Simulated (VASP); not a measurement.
The system is Ba4Hf3ZrO12.

```
CELL_PARAMETERS angstrom
8.32688 0.00000 0.00000
0.00000 8.32688 0.00000
0.00000 0.00000 8.32688
ATOMIC_POSITIONS crystal
Ba 0.00246 0.00280 0.00182
Ba 0.99551 0.99974 0.49675
Ba 0.00055 0.49783 0.00245
Ba 0.00014 0.49885 0.50114
Ba 0.50227 0.99991 0.00326
Ba 0.49521 0.00036 0.50485
Ba 0.50267 0.49389 0.00334
Ba 0.50089 0.50054 0.50061
Zr 0.24701 0.24685 0.24932
Zr 0.25423 0.24818 0.75297
Hf 0.25212 0.74862 0.24805
Hf 0.24930 0.75264 0.75376
Hf 0.74897 0.24888 0.25187
Hf 0.74803 0.24694 0.75120
Hf 0.75423 0.75045 0.25071
Hf 0.75000 0.75274 0.75094
O 0.25049 0.24677 0.99822
O 0.25345 0.24860 0.49921
O 0.25107 0.75191 0.99655
O 0.25169 0.74674 0.50382
O 0.75321 0.24908 0.99596
O 0.75043 0.25200 0.49935
O 0.74958 0.74792 0.00312
O 0.74596 0.75163 0.49932
O 0.99494 0.24913 0.25132
O 0.99853 0.24702 0.74801
O 0.00280 0.74817 0.24999
O 0.00171 0.75002 0.75367
O 0.50273 0.24938 0.25161
O 0.49972 0.24740 0.75131
O 0.50145 0.75146 0.25383
O 0.50220 0.74742 0.75253
O 0.24961 0.99583 0.25033
O 0.24831 0.99831 0.74683
O 0.25287 0.50184 0.25468
O 0.24906 0.49980 0.74974
O 0.75167 0.00062 0.24645
O 0.74910 0.00060 0.75035
O 0.74952 0.50082 0.24894
O 0.75080 0.50160 0.74896
```

- Program: VASP 6.6.1
- Task: relaxation of volume and atoms at fixed shape
- Functional: PBEsol
- Potentials or basis: VASP PAW PBE potentials, release 64 (Ba_sv, Zr_sv, Hf_pv, O)
- Cutoff: 700 eV
- k mesh: 1 × 1 × 1, shifted
- Occupations: fermi-dirac, width 0.05 eV
- Spin: no spin polarisation

At the start: pressure 0.0 GPa; volume 14.43 Å³/atom.

**Question.** Where does the relaxation end?

**Answer.** Over 12 steps the energy falls by 6.3 meV/atom and the volume is 14.42 Å³/atom (-0.1 %); space group P1 (No. 1, to 0.1 Å) before, P4/mmm (No. 123, to 0.1 Å).

Step by step:
```
step  energy change (eV)  largest force (eV/Å)  pressure (GPa)  volume (Å³)
   1              0.0000                1.4138            0.01       577.36
   2             -0.1368                1.0131           -0.12       577.44
   3             -0.1926                0.3390           -0.14       577.41
   4             -0.2262                0.1659            0.12       576.46
   5             -0.2303                0.1759            0.26       576.00
   6             -0.2415                0.1157           -0.24       577.66
   7             -0.2418                0.1262           -0.33       577.96
   8             -0.2482                0.0568            0.13       576.43
   9             -0.2482                0.0574            0.13       576.41
  10             -0.2497                0.0488           -0.07       577.06
  11             -0.2497                0.0461           -0.06       577.03
  12             -0.2509                0.0251           -0.02       576.92
```

Final structure:
```yaml
crystal:
  lattice:
    - [8.32475, 0.00000, 0.00000]
    - [0.00000, 8.32475, 0.00000]
    - [0.00000, 0.00000, 8.32475]
  atoms:
    - { symbol: Ba, position: [0.99988, 0.99887, 0.00068] }
    - { symbol: Ba, position: [0.99976, 0.99880, 0.50082] }
    - { symbol: Ba, position: [0.99976, 0.49999, 0.00088] }
    - { symbol: Ba, position: [0.99987, 0.49996, 0.50086] }
    - { symbol: Ba, position: [0.50105, 0.99873, 0.00090] }
    - { symbol: Ba, position: [0.50046, 0.99877, 0.50096] }
    - { symbol: Ba, position: [0.50098, 0.49989, 0.00069] }
    - { symbol: Ba, position: [0.50083, 0.50001, 0.50080] }
    - { symbol: Zr, position: [0.25068, 0.24935, 0.25070] }
    - { symbol: Zr, position: [0.25024, 0.24908, 0.75075] }
    - { symbol: Hf, position: [0.25025, 0.74934, 0.25096] }
    - { symbol: Hf, position: [0.25019, 0.74914, 0.75096] }
    - { symbol: Hf, position: [0.75059, 0.24958, 0.25044] }
    - { symbol: Hf, position: [0.75030, 0.24951, 0.75040] }
    - { symbol: Hf, position: [0.75030, 0.74958, 0.25057] }
    - { symbol: Hf, position: [0.75015, 0.74949, 0.75060] }
    - { symbol: O, position: [0.24934, 0.24815, 0.00064] }
    - { symbol: O, position: [0.25148, 0.24957, 0.50057] }
    - { symbol: O, position: [0.25076, 0.74964, 0.00100] }
    - { symbol: O, position: [0.25047, 0.74839, 0.50105] }
    - { symbol: O, position: [0.75136, 0.25051, 0.00031] }
    - { symbol: O, position: [0.74960, 0.24926, 0.50031] }
    - { symbol: O, position: [0.75012, 0.74905, 0.00078] }
    - { symbol: O, position: [0.75074, 0.75013, 0.50066] }
    - { symbol: O, position: [0.99909, 0.25038, 0.25148] }
    - { symbol: O, position: [0.99870, 0.24859, 0.74951] }
    - { symbol: O, position: [0.00018, 0.74831, 0.25105] }
    - { symbol: O, position: [0.00009, 0.74959, 0.75145] }
    - { symbol: O, position: [0.50220, 0.24837, 0.24941] }
    - { symbol: O, position: [0.50172, 0.24963, 0.75135] }
    - { symbol: O, position: [0.50054, 0.75024, 0.25128] }
    - { symbol: O, position: [0.50046, 0.74872, 0.75103] }
    - { symbol: O, position: [0.24962, 0.99773, 0.25156] }
    - { symbol: O, position: [0.25043, 0.99750, 0.74968] }
    - { symbol: O, position: [0.25147, 0.50083, 0.25006] }
    - { symbol: O, position: [0.24935, 0.50051, 0.75110] }
    - { symbol: O, position: [0.75157, 0.99938, 0.24947] }
    - { symbol: O, position: [0.74972, 0.99927, 0.75092] }
    - { symbol: O, position: [0.74964, 0.49974, 0.25066] }
    - { symbol: O, position: [0.75054, 0.49969, 0.74984] }
```

Caveat: the PAW data sets were made with another functional, which shifts forces and pressure a little.
